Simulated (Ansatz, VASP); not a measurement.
**One calculation of AlCo, two programs**

```xyz
6
Lattice="2.8528 0.0000 0.0000 0.0000 4.0345 0.0000 0.0000 0.0000 20.0345" Properties=species:S:1:pos:R:3 pbc="T T T"
Co    2.1396    1.0086    8.0750
Co    2.1396    3.0259   10.0172
Co    2.1396    1.0086   11.9595
Al    0.7132    3.0259    7.9197
Al    0.7132    1.0086   10.0173
Al    0.7132    3.0259   12.1148
```

Alike in both runs: functional PBE; k mesh 13 × 9 × 1; occupations fermi-dirac, width 0.1 eV; no spin polarisation.

Ansatz relaxed the structure, and its values are those at the end. VASP's run is a single point on that final structure, the one shown.

```csv
,VASP,Ansatz
version,VASP 6.6.1,Ansatz 0.2.0
potentials or method,"VASP PAW PBE potentials, release 64 (Co, Al), cutoff 520 eV","all-electron LAPW, scalar-relativistic"
```

|  | VASP | Ansatz | Ansatz less VASP |
| --- | --- | --- | --- |
| rms of the force components (eV/Å) | 0.006 | 0.002 | -0.0041 |

Ansatz ran all-electron here, and VASP with PAW potentials.
